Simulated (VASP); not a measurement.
A run of VASP 6.6.1:

File INCAR:

```
PREC = Accurate
ENCUT = 520
EDIFF = 1E-6
ISMEAR = 0
SIGMA = 0.02
LREAL = F
LASPH = T
NELM = 60
ALGO = Normal
ISIF = 2
LWAVE = F
LCHARG = T
GGA = PE
LELF = T
LVHAR = T
NBANDS = 15
```

File KPOINTS:

```
regular mesh
0
Gamma
  6 6 6
```

Contents of POSCAR:

```
KI
1.0
    0.0000000000      3.2911737035      3.2911737035
    3.2911737035      0.0000000000      3.2911737035
    3.2911737035      3.2911737035      0.0000000000
K I
1 1
Direct
    0.0000000000      0.0000000000      0.0000000000
    0.5000000000      0.5000000000      0.5000000000
```

Potentials or basis: VASP PAW PBE potentials, release 64 (K_sv, I).

Launch:

```console
$ cat potpaw_PBE.64/K_sv/POTCAR potpaw_PBE.64/I/POTCAR > POTCAR
$ mpirun -np 1 vasp_std > vasp.out
```

Hardware: 1 thread of Intel(R) Xeon(R) Platinum 8488C (Sapphire Rapids), on a shared host.

Task: How long does it take, and how much memory?

Result: Wall time 17 s on 1 thread of Intel(R) Xeon(R) Platinum 8488C (Sapphire Rapids) (shared host), peak memory 0.2 GiB. Counts: scf iterations 12, k points 16.
